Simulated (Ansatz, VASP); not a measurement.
One calculation of CoSi2, two programs

The input INCAR:

```
ALGO = Normal
EDIFF = 1E-7
ENCUT = 520
GGA = PS
ISIF = 2
ISMEAR = 0
LASPH = True
LCHARG = True
LELF = True
LREAL = False
LVHAR = True
LWAVE = False
NBANDS = 16
NELM = 60
PREC = Accurate
SIGMA = 0.15
```

Contents of KPOINTS:

```
k-points
0
Gamma
  16 16 16
```

Contents of POSCAR:

```
CoSi2
1.0
    0.0000000000      2.6562539604      2.6562539604
    2.6562539604      0.0000000000      2.6562539604
    2.6562539604      2.6562539604      0.0000000000
Co Si
1 2
Direct
    0.0000000000      0.0000000000      0.0000000000
    0.2336983696      0.2336983696      0.2336983696
    0.7663016304      0.7663016304      0.7663016304
```

Input for Ansatz:

```yaml
crystal:
  lattice:
    - [0.0, 2.6562539604, 2.6562539604]
    - [2.6562539604, 0.0, 2.6562539604]
    - [2.6562539604, 2.6562539604, 0.0]
  atoms:
    - { symbol: Co, position: [0.0, 0.0, 0.0] }
    - { symbol: Si, position: [0.2336983696, 0.2336983696, 0.2336983696] }
    - { symbol: Si, position: [0.7663016304, 0.7663016304, 0.7663016304] }
basis:
  ecutwfc: 420
kpoints:
  mp_grid: { grid: [16, 16, 16] }
hamiltonian:
  xc: pbesol
scf:
  occupations: { method: gaussian, width: 0.15 }
output:
  forces: true
  stress: true
  eigenvalues: true
  write_density: true
  write_potential: true
  elf: true
  volumetric_format: npy
```

Change from the starting cell: mode 4 (341.3 1/cm) frozen in, largest displacement -0.150 Å.

Alike in both runs: task single point; functional PBEsol; k mesh 16 × 16 × 16; occupations gaussian, width 0.15 eV; no spin polarisation.

```csv
,VASP,Ansatz
version,VASP 6.6.1,Ansatz 0.2.0
potentials or method,"VASP PAW PBE potentials, release 64 (Co, Si), cutoff 520 eV","scalar-relativistic, plane waves, PAW"
valence electrons in the cell,17,25
```

Ansatz gave:

* gap on the k mesh at the Fermi level (eV): none
* pressure (GPa): 4.2
* traceless stress, the component that is largest in VASP (GPa): 8.35
* rms of the force components (eV/Å): 0.996

Task: Which values does VASP return?

Result: gap on the k mesh at the Fermi level (eV): none; pressure (GPa): 4.3; traceless stress, the component that is largest in VASP (GPa): 8.41; rms of the force components (eV/Å): 1.002.

VASP's potentials were made for PBE, not for PBEsol. Atom by atom the forces differ by 0.006 eV/Å (rms over components). A gap of «none» marks a metal or a gap that the smearing closes. With one functional, cell and mesh, what is left measures potentials, basis and numerics. VASP's potentials hold 17 valence electrons a cell and Ansatz's 25, so a difference there can come from the potentials and not from the codes.
